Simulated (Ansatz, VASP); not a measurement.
# Two plane-wave programs on CdO

File INCAR:

```
PREC = Accurate ; ENCUT = 600
EDIFF = 1E-6 ; ISMEAR = -1
SIGMA = 0.06802846561497 ; LREAL = F
LASPH = T ; NELM = 120
ALGO = Normal ; ISIF = 2
LWAVE = F ; LCHARG = F
GGA = PE ; NBANDS = 16
GGA_COMPAT = F
```

Contents of KPOINTS:

```
regular mesh
0
Gamma
  4 4 4
```

POSCAR

```
CdO
1.0
    0.0000000000      2.3609927699      2.3609927699
    2.3609927699      0.0000000000      2.3609927699
    2.3609927699      2.3609927699      0.0000000000
Cd O
1 1
Direct
    0.0000000000      0.0000000000      0.0000000000
    0.5000000000      0.5000000000      0.5000000000
```

Input for Ansatz:

```yaml
crystal:
  lattice:
    - [0.0, 2.3609927699, 2.3609927699]
    - [2.3609927699, 0.0, 2.3609927699]
    - [2.3609927699, 2.3609927699, 0.0]
  atoms:
    - { symbol: Cd, position: [0.0, 0.0, 0.0] }
    - { symbol: O, position: [0.5, 0.5, 0.5] }
basis:
  ecutwfc: 420
kpoints:
  mp_grid: { grid: [4, 4, 4] }
hamiltonian:
  xc: pbe
scf:
  occupations: { method: fermi_dirac, width: "0.005 Ry" }
  n_extra_bands: 2
  mixing: { algorithm: anderson, ndim: 2 }
  initial_density: { chi_scale: 0, normalization: atom }
  max_iter: 30
  convergence: { dr2_threshold: "1e-4 eV" }
output:
  forces: true
  stress: true
  eigenvalues: true
```

Alike in both runs: task single point; functional PBE; k mesh 4 × 4 × 4; no spin polarisation.

|  | VASP | Ansatz |
| --- | --- | --- |
| version | VASP 6.6.1 | Ansatz 0.2.0 |
| potentials or method | VASP PAW PBE potentials, release 64 (Cd, O), cutoff 600 eV | scalar-relativistic, plane waves, PAW |
| occupations | fermi-dirac, width 0.0680285 eV | fermi-dirac |
| valence electrons in the cell | 18 | 26 |

|  | VASP | Ansatz | Ansatz less VASP |
| --- | --- | --- | --- |
| gap on the k mesh at the Fermi level (eV) | none | none | - |
| pressure (GPa) | 5.4 | 4.2 | -1.17 |

A gap of «none» marks a metal or a gap that the smearing closes. VASP's potentials hold 18 valence electrons a cell and Ansatz's 26, so a difference there can come from the potentials and not from the codes. Ansatz's warnings: force scf threshold loose, stress scf threshold loose.

The k mesh is coarse, so the values compare programs but aren't converged.
